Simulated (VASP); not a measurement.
# KRb4Pt2C4: single point with PBE

The system is KRb4Pt2C4, a slab with vacuum.

```
CELL_PARAMETERS angstrom
5.40589 0.00000 0.00000
-2.70295 4.68164 0.00000
0.00000 0.00000 21.94070
ATOMIC_POSITIONS crystal
Rb 0.33333 0.66667 0.11216
Rb 0.66309 0.32577 0.20776
Rb 0.32582 0.65043 0.33719
Rb 0.65667 0.31176 0.43503
Pt 0.00000 0.00000 0.04558
Pt 0.99403 0.98722 0.27901
C 0.99709 0.99382 0.18825
C 0.99881 0.99748 0.13010
C 0.98925 0.97684 0.42754
C 0.99097 0.98059 0.36938
K 0.98839 0.97499 0.55930
```

```
Program             : VASP 6.6.1
Task                : single point
Functional          : PBE
Potentials or basis : VASP PAW PBE potentials, release 64 (Rb_sv, Pt, C, K_sv)
Cutoff              : 520 eV
k mesh              : 2 × 2 × 1
Occupations         : fermi-dirac, width 0.1 eV
Spin                : no spin polarisation
```

The largest force is 0.506 eV/Å and the band gap on the k mesh is zero (an odd number of electrons rules out a gap without spin polarisation).

Forces in eV/Å, atoms in the order of the input:
```
Rb   0.001 -0.024 -0.506
Rb   0.000  0.002 -0.006
Rb  -0.001  0.001 -0.004
Rb   0.000  0.000  0.001
Pt   0.000  0.007  0.373
Pt   0.000  0.001 -0.020
C    0.000 -0.002  0.071
C    0.000 -0.002  0.060
C    0.000 -0.001  0.074
C    0.000  0.015 -0.056
K    0.000  0.003  0.012
```

Levels at points of the mesh, in eV from the Fermi level:
```tsv
k point	band 37	band 38	band 39	band 40	band 41	band 42	band 43	band 44
(0.00, 0.00, 0.00)	-1.88	-1.88	-1.57	-1.57	-1.26	0.12	0.92	1.20
(0.50, 0.00, 0.00)	-1.88	-1.82	-1.66	-1.52	0.13	0.32	0.47	0.66
(0.00, 0.50, 0.00)	-1.88	-1.82	-1.66	-1.53	0.14	0.33	0.48	0.66
(0.50, 0.50, 0.00)	-1.88	-1.82	-1.65	-1.52	0.13	0.32	0.47	0.66
```

Run time: 3.6 min on 1 thread of Intel(R) Xeon(R) Platinum 8259CL CPU @ 2.50GHz (Skylake/Cascade Lake), on a shared host, peak memory 0.63 GiB.

Caveat: the k points lie up to 0.67 Å⁻¹ apart, too coarse for converged energies and pressures of a metal; spin-orbit coupling is left out, which moves the levels of the heavy elements.
